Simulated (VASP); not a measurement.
# N (P4_2/mnm) in VASP: notebook

The runs below take N through single point, with PBEsol.

All numbers are computed with VASP 6.6.1; they aren't measurements. Logs are shortened: lines on timing, memory, paths and dates and some standing lists are left out, and cuts for length are marked.

## (1) The cell of the first run

The structure is tetragonal, space group P4_2/mnm (No. 136). The conventional cell has a = 4.084 Å, b = 4.084 Å, c = 5.346 Å, α = 90.00°, β = 90.00°, γ = 90.00°. N (site symmetry m2m) has 1 N at 1.11 Å within 1.5 Å.

## (2) Single point, PBEsol

INCAR

```
SYSTEM = N
ALGO = Normal
EDIFF = 1E-7
ENCUT = 520
GGA = PS
ISIF = 2
ISMEAR = 0
LASPH = .TRUE.
LCHARG = .FALSE.
LREAL = .FALSE.
LWAVE = .FALSE.
NBANDS = 18
NELM = 80
PREC = Accurate
SIGMA = 0.05
```

KPOINTS

```
k-points
0
G
  6 6 4
  0 0 0
```

POSCAR

```
N
1.0
    4.0840619700      0.0000000000      0.0000000000
    0.0000000000      4.0840619700      0.0000000000
    0.0000000000      0.0000000000      5.3459132500
N
4
Direct
    0.9042752000      0.9042752000      0.0000000000
    0.5957248000      0.4042752000      0.5000000000
    0.0957248000      0.0957248000      0.0000000000
    0.4042752000      0.5957248000      0.5000000000
```

Potentials or basis: VASP PAW PBE potentials, release 64 (N).

The run is started by

```sh
$ cat potpaw_PBE.64/N/POTCAR > POTCAR
$ mpirun -np 1 vasp_std > vasp.out
```

OUTCAR:

```text
SYSTEM = N
   EDIFF = 1E-7
   ENCUT = 520
   GGA = PS
   ISIF = 2
   ISMEAR = 0
   LASPH = .TRUE.
   LREAL = .FALSE.
   NELM = 80
   PREC = Accurate

 ion  position               nearest neighbor table
   1  0.904  0.904  0.000-   3 1.11
   2  0.596  0.404  0.500-   4 1.11
   3  0.096  0.096  0.000-   1 1.11
   4  0.404  0.596  0.500-   2 1.11

  LATTYP: Found a simple tetragonal cell.
 ALAT       =     4.0840619700
 C/A-ratio  =     1.3089696702

  Lattice vectors:

 A1 = (   4.0840619700,   0.0000000000,   0.0000000000)
 A2 = (   0.0000000000,   4.0840619700,   0.0000000000)
 A3 = (   0.0000000000,   0.0000000000,   5.3459132500)

Analysis of symmetry for initial positions (statically):
=====================================================================
 Subroutine PRICEL returns:
 Original cell was already a primitive cell.

 Routine SETGRP: Setting up the symmetry group for a
 simple tetragonal supercell.

 Subroutine GETGRP returns: Found 16 space group operations
 (whereof  8 operations were pure point group operations)
 out of a pool of 16 trial point group operations.

The static configuration has the point symmetry D_2h.
 The point group associated with its full space group is D_4h.

Analysis of symmetry for dynamics (positions and initial velocities):
=====================================================================
 Subroutine PRICEL returns:
 Original cell was already a primitive cell.

 Routine SETGRP: Setting up the symmetry group for a
 simple tetragonal supercell.

 Subroutine GETGRP returns: Found 16 space group operations
 (whereof  8 operations were pure point group operations)
 out of a pool of 16 trial point group operations.

The dynamic configuration has the point symmetry D_2h.
 The point group associated with its full space group is D_4h.

 Subroutine INISYM returns: Found 16 space group operations
 (whereof  8 operations are pure point group operations),
 and found     1 'primitive' translations

----------------------------------------------------------------------------------------

                                     Primitive cell

  volume of cell :      89.1675

  direct lattice vectors                    reciprocal lattice vectors
     4.084061970  0.000000000  0.000000000     0.244854267  0.000000000  0.000000000
     0.000000000  4.084061970  0.000000000     0.000000000  0.244854267  0.000000000
     0.000000000  0.000000000  5.345913250     0.000000000  0.000000000  0.187058778

  length of vectors
     4.084061970  4.084061970  5.345913250     0.244854267  0.244854267  0.187058778

  position of ions in fractional coordinates (direct lattice)
     0.904275200  0.904275200  0.000000000
     0.595724800  0.404275200  0.500000000
     0.095724800  0.095724800  0.000000000
     0.404275200  0.595724800  0.500000000

  ion indices of the primitive-cell ions
   primitive index   ion index
                 1           1
                 2           2
                 3           3
                 4           4

----------------------------------------------------------------------------------------

 KPOINTS: k-points

Automatic generation of k-mesh.
 Grid dimensions read from file:
 generate k-points for:    6    6    4

 Generating k-lattice:

  Cartesian coordinates                     Fractional coordinates (reciprocal lattice)
     0.040809044  0.000000000  0.000000000     0.166666667  0.000000000  0.000000000
     0.000000000  0.040809044  0.000000000     0.000000000  0.166666667  0.000000000
     0.000000000  0.000000000  0.046764695     0.000000000  0.000000000  0.250000000

  Length of vectors
     0.040809044  0.040809044  0.046764695

  Shift w.r.t. Gamma in fractional coordinates (k-lattice)
     0.000000000  0.000000000  0.000000000

 Subroutine IBZKPT returns following result:
 ===========================================

 Found     30 irreducible k-points:

 Following reciprocal coordinates:
            Coordinates               Weight
  0.000000  0.000000  0.000000      1.000000
  0.166667  0.000000  0.000000      4.000000
  0.333333  0.000000  0.000000      4.000000
  0.500000  0.000000  0.000000      2.000000
  0.166667  0.166667  0.000000      4.000000
  0.333333  0.166667  0.000000      8.000000
[... 16 lines left out ...]
  0.333333  0.000000  0.500000      4.000000
  0.500000  0.000000  0.500000      2.000000
 [... further k-points ...]
   k-points           NKPTS =     30   k-points in BZ     NKDIM =     30   number of bands    NBANDS=     18
   number of dos      NEDOS =    301   number of ions     NIONS =      4
   total plane-waves  NPLWV =  36000
   dimension x,y,z NGX =    30 NGY =   30 NGZ =   40
   dimension x,y,z NGXF=    60 NGYF=   60 NGZF=   80
   ions per type =               4
   NGX,Y,Z   is equivalent  to a cutoff of  12.21, 12.21, 12.44 a.u.
   NGXF,Y,Z  is equivalent  to a cutoff of  24.42, 24.42, 24.88 a.u.
 SYSTEM =  N
   PREC   = accura    normal or accurate (medium, high low for compatibility)
   ISTART =      0    job   : 0-new  1-cont  2-samecut
   ICHARG =      2    charge: 1-file 2-atom 10-const
   ISPIN  =      1    spin polarized calculation?
   LNONCOLLINEAR =      F non collinear calculations
   LSORBIT =      F    spin-orbit coupling
   LASPH  =      T    aspherical Exc in radial PAW
   ENCUT  =  520.0 eV  38.22 Ry    6.18 a.u.   7.59  7.59  9.94*2*pi/ulx,y,z
   NELM   =     80;   NELMIN=  2; NELMDL= -5     # of ELM steps
   EDIFF  = 0.1E-06   stopping-criterion for ELM
   LREAL  =      F    real-space projection
   EDIFFG = 0.1E-05   stopping-criterion for IOM
   NSW    =      0    number of steps for IOM
   IBRION =     -1    ionic relax: 0-MD 1-quasi-New 2-CG
   NFREE  =      0    steps in history (QN), initial steepest desc. (CG)
   ISIF   =      2    stress and relaxation
   ISYM   =      2    0-nonsym 1-usesym 2-fastsym
   POTIM  = 0.5000    time-step for ionic-motion
   TEBEG  =    0.0;   TEEND  =   0.0 temperature during run
   PSTRESS=    0.0 pullay stress
   NELECT =      20.0000    total number of electrons
   NUPDOWN=      -1.0000    fix difference up-down
   EMIN   =  10.00;   EMAX   =-10.00  energy-range for DOS
   EFERMI =   0.00;   METHOD = LEGACY
   ISMEAR =     0;   SIGMA  =   0.05  broadening in eV -4-tet -1-fermi 0-gaus
   EFERMI_NEDOS =   21; number of points for ismear=-14 and -15
   IALGO  =     38    algorithm
   IMIX   =      4    mixing-type and parameters
     AMIX     =   0.40;   BMIX     =  1.00
     AMIX_MAG =   1.60;   BMIX_MAG =  1.00
  volume/ion in A,a.u.               =      22.29       150.43
  Fermi-wavevector in a.u.,A,eV,Ry     =   0.994678  1.879669 13.461399  0.989385
  Thomas-Fermi vector in A             =   2.126646
   LORBIT       =      0    0 simple, 1 ext, 2 COOP (PROOUT), +10 PAW based schemes
   GGA     = PS    functional components
   LHFCALC =     F    Hartree Fock is set to
   AEXX    =    0.0000 exact exchange contribution
   IVDW    =     0    specifies the selected vdW correction
   LEPSILON=     F    determine dielectric tensor
   LRPA    =     F    only Hartree local field effects (RPA)
 non-spin polarized calculation
 Gauss-broadening in eV      SIGMA  =   0.05
  energy-cutoff  :      520.00
  volume of cell :       89.17
 maximum number of plane-waves:      2419
   NGX = 15   NGY = 15   NGZ = 19

 number of electron      20.0000000 magnetization

 Free energy of the ion-electron system (eV)
  ---------------------------------------------------
  ext. energy  EPLUGINS =         0.00000000
  ---------------------------------------------------
  free energy    TOTEN  =       -34.13675066 eV

  energy without entropy =      -34.13675066  energy(sigma->0) =      -34.13675066

 E-fermi :  -6.0610     XC(G=0):  -6.4910

 val. band max:       -6.3742954112   @ k =   0.5000   0.5000   0.5000
 cond. band min:       0.4580543802   @ k =   0.0000   0.0000   0.0000
 fundamental gap:      6.8323497914
 Fermi energy:        -6.0609668092

 k-point     1 :       0.0000    0.0000    0.0000
  band No.  band energies     occupation
      1     -24.7639      2.00000
      2     -24.7007      2.00000
      3      -9.7158      2.00000
      4      -9.7158      2.00000
      5      -8.4571      2.00000
      6      -7.8859      2.00000
[... 10 lines left out ...]
     17       7.6473      0.00000
     18      11.4682      0.00000

 k-point     2 :       0.1667    0.0000    0.0000
  band No.  band energies     occupation
      1     -24.7567      2.00000
      2     -24.7018      2.00000
      3      -9.7801      2.00000
      4      -9.7760      2.00000
      5      -8.4053      2.00000
      6      -8.0165      2.00000
[... 10 lines left out ...]
     17       7.8142      0.00000
     18      10.2989      0.00000

 k-point     3 :       0.3333    0.0000    0.0000
  band No.  band energies     occupation
      1     -24.7389      2.00000
      2     -24.7072      2.00000
      3      -9.9045      2.00000
      4      -9.8991      2.00000
      5      -8.2677      2.00000
      6      -8.1105      2.00000
[... 10 lines left out ...]
     17       8.3140      0.00000
     18       9.5000      0.00000

 k-point     4 :       0.5000    0.0000    0.0000
  band No.  band energies     occupation
      1     -24.7200      2.00000
      2     -24.7200      2.00000
      3      -9.9632      2.00000
      4      -9.9632      2.00000
      5      -8.0916      2.00000
      6      -8.0916      2.00000
[... 10 lines left out ...]
     17       9.1333      0.00000
     18       9.1333      0.00000

 k-point     5 :       0.1667    0.1667    0.0000
  band No.  band energies     occupation
      1     -24.7499      2.00000
      2     -24.7024      2.00000
      3      -9.8437      2.00000
      4      -9.8232      2.00000
      5      -8.3581      2.00000
      6      -8.0934      2.00000
[... 10 lines left out ...]
     17       7.9830      0.00000
     18       9.9614      0.00000

 k-point     6 :       0.3333    0.1667    0.0000
  band No.  band energies     occupation
      1     -24.7339      2.00000
      2     -24.7063      2.00000
      3      -9.9551      2.00000
      4      -9.9361      2.00000
      5      -8.2344      2.00000
      6      -8.1631      2.00000
[... 10 lines left out ...]
     17       8.4861      0.00000
     18       9.0827      0.00000

 k-point     7 :       0.5000    0.1667    0.0000
  band No.  band energies     occupation
      1     -24.7171      2.00000
      2     -24.7171      2.00000
      3     -10.0018      2.00000
      4     -10.0018      2.00000
      5      -8.1415      2.00000
      6      -8.1415      2.00000
[... 10 lines left out ...]
     17       9.0894      0.00000
     18       9.0897      0.00000

 k-point     8 :       0.3333    0.3333    0.0000
  band No.  band energies     occupation
      1     -24.7220      2.00000
      2     -24.7062      2.00000
      3     -10.0454      2.00000
      4     -10.0277      2.00000
      5      -8.2221      2.00000
      6      -8.1558      2.00000
[... 10 lines left out ...]
     17       8.4181      0.00000
     18       8.4605      0.00000
[... 229 lines left out ...]
     17       8.3133      0.00000
     18       8.3133      0.00000

 k-point    20 :       0.5000    0.5000    0.2500
  band No.  band energies     occupation
      1     -24.7079      2.00000
      2     -24.7079      2.00000
      3     -10.1110      2.00000
      4     -10.1110      2.00000
      5      -8.2627      2.00000
      6      -8.2627      2.00000
[... 10 lines left out ...]
     17       7.8388      0.00000
     18       7.8388      0.00000

 k-point    21 :       0.0000    0.0000    0.5000
  band No.  band energies     occupation
      1     -24.7320      2.00000
      2     -24.7320      2.00000
      3      -9.7055      2.00000
      4      -9.7055      2.00000
      5      -8.2818      2.00000
      6      -8.2818      2.00000
[... 10 lines left out ...]
     17      10.0982      0.00000
     18      10.0982      0.00000

 k-point    22 :       0.1667    0.0000    0.5000
  band No.  band energies     occupation
      1     -24.7290      2.00000
      2     -24.7290      2.00000
      3      -9.7790      2.00000
      4      -9.7790      2.00000
      5      -8.2650      2.00000
      6      -8.2650      2.00000
[... 10 lines left out ...]
     17       9.6496      0.00000
     18       9.6496      0.00000

 k-point    23 :       0.3333    0.0000    0.5000
  band No.  band energies     occupation
      1     -24.7229      2.00000
      2     -24.7229      2.00000
      3      -9.9192      2.00000
      4      -9.9192      2.00000
      5      -8.2362      2.00000
      6      -8.2362      2.00000
[... 10 lines left out ...]
     17       8.6924      0.00000
     18       8.6924      0.00000

 k-point    24 :       0.5000    0.0000    0.5000
  band No.  band energies     occupation
      1     -24.7198      2.00000
      2     -24.7198      2.00000
      3      -9.9861      2.00000
      4      -9.9861      2.00000
      5      -8.2239      2.00000
      6      -8.2239      2.00000
[... 10 lines left out ...]
     17       8.1717      0.00000
     18       8.1717      0.00000

 [... further k-points ...]

------------------------ aborting loop because EDIFF is reached ----------------------------------------

  FORCE on cell =-STRESS in cart. coord.  units (eV):
  Direction    XX          YY          ZZ          XY          YZ          ZX
  --------------------------------------------------------------------------------------
  -------------------------------------------------------------------------------------
  Total        1.0030477      1.0030477      0.0776299      0.0000000      0.0000000      0.0000000
  in kB       18.0229393     18.0229393      1.3948682      0.0000000      0.0000000      0.0000000
  external PRESSURE =      12.4802490 kB  Pullay stress =       0.0000000 kB

 VOLUME and BASIS-vectors are now :
 -----------------------------------------------------------------------------
  energy-cutoff  :      520.00
  volume of cell :       89.17
      direct lattice vectors                 reciprocal lattice vectors
     4.084061970  0.000000000  0.000000000     0.244854267  0.000000000  0.000000000
     0.000000000  4.084061970  0.000000000     0.000000000  0.244854267  0.000000000
     0.000000000  0.000000000  5.345913250     0.000000000  0.000000000  0.187058778

 POSITION                                       TOTAL-FORCE (eV/Angst)
 -----------------------------------------------------------------------------------
      3.69312      3.69312      0.00000        -0.612912     -0.612912     -0.000000
      2.43298      1.65108      2.67296         0.612912     -0.612912     -0.000000
      0.39095      0.39095      0.00000         0.612912      0.612912      0.000000
      1.65108      2.43298      2.67296        -0.612912      0.612912      0.000000
 -----------------------------------------------------------------------------------
    total drift:                               -0.000000     -0.000000      0.000000

  FREE ENERGIE OF THE ION-ELECTRON SYSTEM (eV)
  ---------------------------------------------------
  free  energy   TOTEN  =       -34.1367506586 eV

  energy  without entropy=      -34.1367506586  energy(sigma->0) =      -34.13675066
```

Wall time 47 s (1 thread of AMD EPYC 7R13, shared host); peak memory 0.16 GiB.

What came out:

| Quantity | Value |
| --- | --- |
| Free energy | -34.1368 eV |
| Pressure | 1.2 GPa |
| Largest force | 0.867 eV/Å |
| Band gap on the k mesh | 6.83 eV (least direct gap 7.03 eV) |

Forces in eV/Å, atoms in the order of the input:
```
N   -0.613 -0.613  0.000
N    0.613 -0.613  0.000
N    0.613  0.613  0.000
N   -0.613  0.613  0.000
```

Levels at points of the mesh, in eV from the valence-band top:
| k point | band 7 | band 8 | band 9 | band 10 | band 11 | band 12 | band 13 | band 14 |
| --- | --- | --- | --- | --- | --- | --- | --- | --- |
| (0.00, 0.00, 0.00) | -1.51 | -1.42 | -1.01 | -0.20 | 6.83 | 7.71 | 8.08 | 8.08 |
| (0.50, 0.00, 0.00) | -1.72 | -1.72 | -0.24 | -0.24 | 7.87 | 7.87 | 7.87 | 7.87 |
| (0.50, 0.50, 0.00) | -1.67 | -1.67 | -0.03 | -0.03 | 7.64 | 7.64 | 8.63 | 8.63 |
| (0.00, 0.00, 0.50) | -1.53 | -1.53 | -0.45 | -0.45 | 7.25 | 7.25 | 8.07 | 8.07 |
| (0.50, 0.00, 0.50) | -1.51 | -1.51 | -0.29 | -0.29 | 7.50 | 7.50 | 8.17 | 8.17 |
| (0.50, 0.50, 0.50) | -1.70 | -1.70 | 0.00 | 0.00 | 7.67 | 7.67 | 8.63 | 8.63 |

Caveat: the standard files for N, O and F lose accuracy on very short bonds; this functional lacks dispersion, which holds the molecules together, so the pressure and a relaxed volume are unreliable; the PAW data sets were made with another functional, which shifts forces and pressure a little. A k mesh can miss the band edges.

## (3) Single point, PBEsol

INCAR

```
PREC = Accurate
ENCUT = 520
EDIFF = 1E-6
ISMEAR = 0
SIGMA = 0.05
LREAL = False
LASPH = True
NELM = 80
ALGO = Normal
ISIF = 2
LWAVE = False
LCHARG = False
GGA = PS
NBANDS = 18
```

KPOINTS

```
regular mesh
0
Gamma
  6 6 6
```

POSCAR is that of step 2.

Potentials or basis: VASP PAW PBE potentials, release 64 (N).

The run is started by

```sh
$ cat potpaw_PBE.64/N/POTCAR > POTCAR
$ mpirun -np 1 vasp_std > vasp.out
```

It took 46 s on 1 thread of AMD EPYC 7R13, shared host; peak memory 0.16 GiB.

Results (log left out):

| Property | Result |
| --- | --- |
| Free energy | -34.1366 eV |
| Pressure | 1.3 GPa |
| Largest force | 0.863 eV/Å |
| Band gap on the k mesh | 6.83 eV (least direct gap 7.03 eV) |

Forces in eV/Å, atoms in the order of the input:
```
N   -0.611 -0.611  0.000
N    0.611 -0.611  0.000
N    0.611  0.611  0.000
N   -0.611  0.611  0.000
```

Stress tensor (GPa, compression positive):
```
1.82 0.00 0.00
0.00 1.82 0.00
0.00 0.00 0.17
```

Levels at points of the mesh, in eV from the valence-band top:
```
           k point  band 8  band 9  band 10  band 11  band 12  band 13
(0.00, 0.00, 0.00)   -1.42   -1.01    -0.20     6.83     7.71     8.08
(0.50, 0.00, 0.00)   -1.72   -0.23    -0.23     7.87     7.87     7.87
(0.50, 0.50, 0.00)   -1.67   -0.03    -0.03     7.64     7.64     8.63
(0.00, 0.00, 0.50)   -1.53   -0.44    -0.44     7.25     7.25     8.07
(0.50, 0.00, 0.50)   -1.51   -0.29    -0.29     7.50     7.50     8.17
(0.50, 0.50, 0.50)   -1.70    0.00     0.00     7.67     7.67     8.63
```

Caveat: the standard files for N, O and F lose accuracy on very short bonds; this functional lacks dispersion, which holds the molecules together, so the pressure and a relaxed volume are unreliable; the PAW data sets were made with another functional, which shifts forces and pressure a little. A k mesh can miss the band edges.
